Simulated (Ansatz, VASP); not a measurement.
# Two plane-wave programs on MoS

INCAR

```
SYSTEM = MoS
PREC     = Accurate       ! precision mode
ENCUT    = 520            ! plane-wave cutoff, eV
EDIFF    = 1E-7           ! SCF threshold, eV
ISMEAR   = 0              ! smearing method
SIGMA    = 0.1            ! smearing width, eV
LREAL    = .False.        ! projectors in reciprocal space
LASPH    = .True.         ! aspherical terms in the spheres
NELM     = 150            ! most SCF steps
ALGO     = Normal         ! electronic algorithm
ISIF     = 2              ! what is computed and relaxed
LWAVE    = .False.        ! write WAVECAR
LCHARG   = .False.        ! write CHGCAR
ISPIN    = 2              ! spin polarisation
MAGMOM   = 0.5 0.5 0 0    ! initial moments
LORBIT   = 11             ! projections on sites
LMAXMIX  = 4              ! l up to which the mixer works
LDAU     = .True.         ! DFT+U
LDAUTYPE = 2            
LDAUL    = 2 -1           ! shell
LDAUU    = 4.38 0         ! U, eV
LDAUJ    = 0 0          
LDAUPRINT= 1            
GGA      = PE             ! functional
NBANDS   = 32             ! bands
```

File KPOINTS:

```
Automatic mesh
0
Gamma
  12 12 6
  0 0 0
```

Contents of POSCAR:

```
MoS
1.0
    3.8164719870     -0.0000000001      0.0000000000
   -1.9082359934      3.3051616936      0.0000000000
    0.0000000000      0.0000000000      6.6447851839
Mo S
2 2
Direct
    0.0000000000      0.0000000000      0.0000000000
    0.0000000000      0.0000000000      0.5000000000
    0.3333333333      0.6666666667      0.2500000000
    0.6666666667      0.3333333333      0.7500000000
```

Input for Ansatz:

```yaml
crystal:
  lattice:
    - [3.816471987, -1.0e-10, 0.0]
    - [-1.9082359934, 3.3051616936, 0.0]
    - [0.0, 0.0, 6.6447851839]
  atoms:
    - { symbol: Mo, position: [0.0, 0.0, 0.0], spin: 0.5 }
    - { symbol: Mo, position: [0.0, 0.0, 0.5], spin: 0.5 }
    - { symbol: S, position: [0.3333333333, 0.6666666667, 0.25] }
    - { symbol: S, position: [0.6666666667, 0.3333333333, 0.75] }
basis:
  ecutwfc: 420
kpoints:
  mp_grid: { grid: [12, 12, 6] }
hamiltonian:
  xc: pbe
  hubbard: { sites: [{ species: Mo, l: d, u_eff: 4.38 }] }
scf:
  occupations: { method: gaussian, width: 0.1 }
output:
  forces: true
  stress: true
  eigenvalues: true
  populations: true
magnetization:
  spin_polarized: true
```

Alike in both runs: task single point; functional PBE; k mesh 12 × 12 × 6; occupations gaussian, width 0.1 eV; collinear spin; Hubbard terms Mo d U = 4.38 eV.

```csv
,VASP,Ansatz
version,VASP 6.6.1,Ansatz 0.2.0
potentials or method,"VASP PAW PBE potentials, release 64 (Mo_sv, S), cutoff 520 eV","scalar-relativistic, plane waves, PAW"
valence electrons in the cell,40,40
```

```tsv
	VASP	Ansatz	Ansatz less VASP
gap on the k mesh at the Fermi level (eV)	none	none	-
pressure (GPa)	-1.9	0.0	+1.87
traceless stress, the component that is largest in VASP (GPa)	-0.09	0.00	+0.091
net moment per atom (μB)	1.98	2.00	+0.021
size of the moment on the site where the two differ most (μB)	3.56	3.24	-0.325
```

Site moments also hang on the region over which each program counts them. The programs project onto different local orbitals, so the same U acts differently, and such runs can settle in different states. A gap of «none» marks a metal or a gap that the smearing closes. Ansatz's warnings: filled band counts differ across k points.
